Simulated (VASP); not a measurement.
Input of a VASP 6.6.1 run:

INCAR

```
SYSTEM = Si2Mo
  PREC = Accurate
  ENCUT = 520
  EDIFF = 1E-6
  ISMEAR = -1
  SIGMA = 0.05
  LREAL = .FALSE.
  LASPH = .TRUE.
  NELM = 80
  ALGO = Normal
  ISIF = 2
  LWAVE = .FALSE.
  LCHARG = .TRUE.
  GGA = CA
  LELF = .TRUE.
  LVHAR = .TRUE.
  NBANDS = 18
```

The input KPOINTS:

```
Automatic mesh
0
G
  12 12 12
  0 0 0
```

POSCAR

```
Si2Mo
1.0
   -1.6000000000      1.6000000000      3.9305000000
    1.6000000000     -1.6000000000      3.9305000000
    1.6000000000      1.6000000000     -3.9305000000
Mo Si
1 2
Direct
    0.0000000000      0.0000000000      0.0000000000
    0.6670000000      0.6670000000      0.0000000000
    0.3330000000      0.3330000000      0.0000000000
```

Potentials or basis: VASP PAW LDA potentials, release 64 (Mo_sv, Si).

Launch:

```sh
$ cat potpaw_LDA.64/Mo_sv/POTCAR potpaw_LDA.64/Si/POTCAR > POTCAR
$ mpirun -np 1 vasp_std > vasp.out
```

(1) What does it give for the band gap on the k mesh?

(2) Predict the pressure.

(3) Estimate the largest force.

## Answers

(1) zero (band 11 reaches 12.72 eV, above the bottom of band 12 at 11.69 eV).

(2) -5.5 GPa.

(3) 0.366 eV/Å.
